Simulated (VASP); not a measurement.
Set up this calculation in VASP 6.6.1, as the native input.

```
Task                   : single point
Functional             : PBE
Potentials or basis    : VASP PAW PBE potentials, release 64 (Mn_pv, O)
Cutoff                 : 520 eV
k mesh                 : 10 × 10 × 10
Occupations            : fermi-dirac, width 0.05 eV
Spin                   : collinear spin, ferromagnetic start
Starting moments       : [4.0, 0.0] μB
Hubbard terms          : Mn d U = 6.0 eV
Dipole correction      : no
Further INCAR settings : ALGO = Normal; EDIFF = 1e-06; NBANDS = 20
```

The structure of MnO lies in POSCAR:

```
MnO
1.0
    0.0000000000      2.2220003300      2.2220003300
    2.2220003300      0.0000000000      2.2220003300
    2.2220003300      2.2220003300      0.0000000000
Mn O
1 1
Direct
    0.0000000000      0.0000000000      0.0000000000
    0.5000000000      0.5000000000      0.5000000000
```

These files were run (other wordings do the same):

INCAR

```
ALGO = Normal ; EDIFF = 1E-6
ENCUT = 520 ; GGA = PE
ISIF = 2 ; ISMEAR = -1
ISPIN = 2 ; LASPH = True
LCHARG = False ; LDAU = True
LDAUJ = 0 0 ; LDAUL = 2 -1
LDAUPRINT = 1 ; LDAUTYPE = 2
LDAUU = 6 0 ; LMAXMIX = 4
LORBIT = 11 ; LREAL = False
LWAVE = False ; MAGMOM = 4 0
NBANDS = 20 ; NELM = 150
PREC = Accurate ; SIGMA = 0.05
```

KPOINTS

```
k-points
0
Gamma
  10 10 10
```

Potentials or basis: VASP PAW PBE potentials, release 64 (Mn_pv, O).

The run is started by

```sh
$ cat potpaw_PBE.64/Mn_pv/POTCAR potpaw_PBE.64/O/POTCAR > POTCAR
$ mpirun -np 1 vasp_std > vasp.out
```

It gave:

```yaml
Pressure: 8.9 GPa
Band_gap_on_the_k_mesh: 0.63 eV (least direct gap 2.72 eV)
Net_moment: 5.00 μB per cell
Site_moments: Mn +4.68; O +0.12 μB
Valence_electrons_inside_the_program's_atomic_spheres: Mn 11.36; O 5.02
```

Caveat: the cell stands under pressure; a cell with one magnetic atom can't hold antiferromagnetic order, which such compounds often take.

Run time: 14 s on 1 thread of Intel(R) Xeon(R) 6975P-C (Granite Rapids) (shared host), peak memory 0.16 GiB.
